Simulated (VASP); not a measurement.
Here is a VASP 6.6.1 calculation.

The input INCAR:

```
ALGO     = Normal         # electronic algorithm
EDIFF    = 1E-6           # SCF threshold, eV
ENCUT    = 500            # plane-wave cutoff, eV
GGA      = PS             # functional
GGA_COMPAT= False        
ISIF     = 2              # what is computed and relaxed
ISMEAR   = 0              # smearing method
LASPH    = True           # aspherical terms in the spheres
LCHARG   = False          # write CHGCAR
LREAL    = False          # projectors in reciprocal space
LWAVE    = False          # write WAVECAR
NBANDS   = 20             # bands
NELM     = 120            # most SCF steps
PREC     = Accurate       # precision mode
SIGMA    = 0.05           # smearing width, eV
```

File KPOINTS:

```
k-points
0
Gamma
  12 12 2
```

File POSCAR:

```
WS2
1.0
    3.1457762098      0.0000000000      0.0000000000
   -1.5728881049      2.7243221123      0.0000000000
    0.0000000000      0.0000000000     16.9534209708
W S
1 2
Direct
    0.3333325334      0.6666670777      0.0000002538
    0.6666655956      0.3333328157      0.9075877801
    0.6666685376      0.3333334399      0.0924119661
```

Potentials or basis: VASP PAW PBE potentials, release 64 (W_sv, S).

The run is started by

```console
$ cat potpaw_PBE.64/W_sv/POTCAR potpaw_PBE.64/S/POTCAR > POTCAR
$ mpirun -np 1 vasp_std > vasp.out
```

Q: What does it give for the largest force?

A: 0.025 eV/Å.

Q: Predict the band gap on the k mesh.

A: 1.94 eV.

Forces in eV/Å, atoms in the order of the input:
```
W    0.000  0.000  0.000
S    0.000  0.000 -0.025
S    0.000  0.000  0.025
```

Caveat: there is no dipole correction, which matters where the two faces differ; the PAW data sets were made with another functional, which shifts forces and pressure a little; spin-orbit coupling is left out, which moves the levels of the heavy elements.
